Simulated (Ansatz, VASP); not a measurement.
# One calculation of Ti3Ag, two programs

```xyz
4
Lattice="4.1870 0.0000 0.0000 0.0000 4.1870 0.0000 0.0000 0.0000 3.9105" Properties=species:S:1:pos:R:3 pbc="T T T"
Ti    0.0000    2.0935    1.9552
Ti    2.0935    0.0000    1.9552
Ti    2.0935    2.0935    0.0000
Ag    0.0000    0.0000    0.0000
```

Change from the starting cell: zz strain of -1 %.

Alike in both runs: task single point; functional LDA; k mesh 9 × 9 × 9; occupations fermi-dirac, width 0.08 eV; no spin polarisation.

|  | VASP | Ansatz |
| --- | --- | --- |
| version | VASP 6.6.1 | Ansatz 0.2.0 |
| potentials or method | VASP PAW LDA potentials, release 64 (Ti_sv, Ag), cutoff 520 eV | all-electron LAPW, scalar-relativistic |

|  | VASP | Ansatz | Ansatz less VASP |
| --- | --- | --- | --- |
| pressure (GPa) | -8.9 | -8.9 | -0.09 |
| traceless stress, the component that is largest in VASP (GPa) | 1.62 | 1.63 | +0.006 |

LDA's correlation is that of Perdew and Zunger in VASP and of Perdew and Wang (1992) in Ansatz. Ansatz ran all-electron here, and VASP with PAW potentials.
